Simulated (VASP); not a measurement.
Set up this calculation in VASP 6.6.1, as the native input.

| Quantity | Value |
| --- | --- |
| Task | single point |
| Functional | LDA |
| Potentials or basis | VASP PAW LDA potentials, release 64 (Al, Cu) |
| Cutoff | 520 eV |
| k mesh | 10 × 10 × 10 |
| Occupations | gaussian, width 0.15 eV |
| Spin | no spin polarisation |
| Dipole correction | no |
| Further INCAR settings | ALGO = Fast; EDIFF = 1e-06; NBANDS = 18 |

The structure of Al3Cu lies in POSCAR:

```
Al3Cu
1.0
    3.7072379332      0.0000000000      0.0000000000
    0.0000000000      4.2723633164      0.0000000000
    0.0000000000      0.0000000000      3.5850382426
Al Cu
3 1
Direct
    0.0000000000      0.5000000000      0.5000000000
    0.5000000000      0.0000000000      0.5000000000
    0.5000000000      0.5000000000      0.0000000000
    0.0000000000      0.0000000000      0.0000000000
```

This cell differs from its parent crystal: strain +e along x and -e along y -0.0733, strain +e along z and -e/2 along x and y -0.0700.

The input as run:

INCAR

```
SYSTEM = Al3Cu
PREC     = Accurate       ! precision mode
ENCUT    = 520            ! plane-wave cutoff, eV
EDIFF    = 1E-6           ! SCF threshold, eV
ISMEAR   = 0              ! smearing method
SIGMA    = 0.15           ! smearing width, eV
LREAL    = .False.        ! projectors in reciprocal space
LASPH    = .True.         ! aspherical terms in the spheres
NELM     = 100            ! most SCF steps
ALGO     = Fast           ! electronic algorithm
ISIF     = 2              ! what is computed and relaxed
LWAVE    = .False.        ! write WAVECAR
LCHARG   = .False.        ! write CHGCAR
NBANDS   = 18             ! bands
```

KPOINTS

```
regular mesh
0
Gamma
  10 10 10
  0 0 0
```

Potentials or basis: VASP PAW LDA potentials, release 64 (Al, Cu).

Run with:

```sh
$ cat potpaw_LDA.64/Al/POTCAR potpaw_LDA.64/Cu/POTCAR > POTCAR
$ mpirun -np 1 vasp_std > vasp.out
```

Results of the run:

```json
{
  "Pressure": "2.9 GPa",
  "Band gap on the k mesh": "zero (bands 10 and 11 overlap by 4.38 eV)"
}
```

Caveat: the cell differs from its parent crystal (strain +e along x and -e along y -0.0733, strain +e along z and -e/2 along x and y -0.0700).

Run time: 6.4 min on 1 thread of Intel Xeon 8259CL, on a shared host, peak memory 0.3 GiB.
